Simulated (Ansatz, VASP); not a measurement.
## Te2Mo: VASP beside Ansatz

File INCAR:

```
SYSTEM = Te2Mo
PREC = Accurate ; ENCUT = 520
EDIFF = 1E-6 ; ISMEAR = -1
SIGMA = 0.02 ; LREAL = .False.
LASPH = .True. ; NELM = 100
ALGO = Normal ; ISIF = 2
LWAVE = .False. ; LCHARG = .False.
GGA = PE ; NBANDS = 35
```

File KPOINTS:

```
Automatic mesh
0
Gamma
  12 12 2
  0 0 0
```

POSCAR

```
Te2Mo
1.0
    3.6838163913      0.0000000000      0.0000000000
   -1.8419081956      3.1902785777      0.0000000000
    0.0000000000      0.0000000000     14.7437388449
Mo Te
2 4
Direct
    0.3333333333      0.6666666667      0.2500000000
    0.6666666667      0.3333333333      0.7500000000
    0.6666666667      0.3333333333      0.3688256293
    0.6666666667      0.3333333333      0.1311743707
    0.3333333333      0.6666666667      0.8688256293
    0.3333333333      0.6666666667      0.6311743707
```

Input for Ansatz:

```yaml
crystal:
  lattice:
    - [3.6838163913, 0.0, 0.0]
    - [-1.8419081956, 3.1902785777, 0.0]
    - [0.0, 0.0, 14.7437388449]
  atoms:
    - { symbol: Mo, position: [0.3333333333, 0.6666666667, 0.25] }
    - { symbol: Mo, position: [0.6666666667, 0.3333333333, 0.75] }
    - { symbol: Te, position: [0.6666666667, 0.3333333333, 0.3688256293] }
    - { symbol: Te, position: [0.6666666667, 0.3333333333, 0.1311743707] }
    - { symbol: Te, position: [0.3333333333, 0.6666666667, 0.8688256293] }
    - { symbol: Te, position: [0.3333333333, 0.6666666667, 0.6311743707] }
kpoints:
  mp_grid: { grid: [12, 12, 2] }
  band_path:
    path:
      - [0.0, 0.0, 0.0]
      - [0.5, 0.0, 0.0]
      - [0.3333333333, 0.3333333333, 0.0]
      - [0.0, 0.0, 0.5]
      - [0.5, 0.0, 0.5]
      - [0.3333333333, 0.3333333333, 0.5]
    npoints: 1
hamiltonian:
  xc: pbe
scf:
  occupations: { method: fermi_dirac, width: 0.02 }
  n_extra_bands: 5
output:
  forces: true
  stress: true
  eigenvalues: true
```

Change from the starting cell: hydrostatic strain +4.0%.

Alike in both runs: task single point; functional PBE; k mesh 12 × 12 × 2; occupations fermi-dirac, width 0.02 eV; no spin polarisation.

```csv
,VASP,Ansatz
version,VASP 6.6.1,Ansatz 0.2.0
potentials or method,"VASP PAW PBE potentials, release 64 (Mo_sv, Te)","plane waves, PAW"
plane-wave cutoff (eV),520,420
valence electrons in the cell,52,92
```

```csv
,VASP,Ansatz,Ansatz less VASP
pressure (GPa),-2.2,-2.2,-0.02
"traceless stress, the component that is largest in VASP (GPa)",3.37,3.31,-0.056
rms of the force components (eV/Å),0.079,0.071,-0.0075
```

Atom by atom the forces differ by 0.007 eV/Å (rms over components). VASP's potentials hold 52 valence electrons a cell and Ansatz's 92, so a difference there can come from the potentials and not from the codes.

Neither program's run includes spin-orbit coupling.
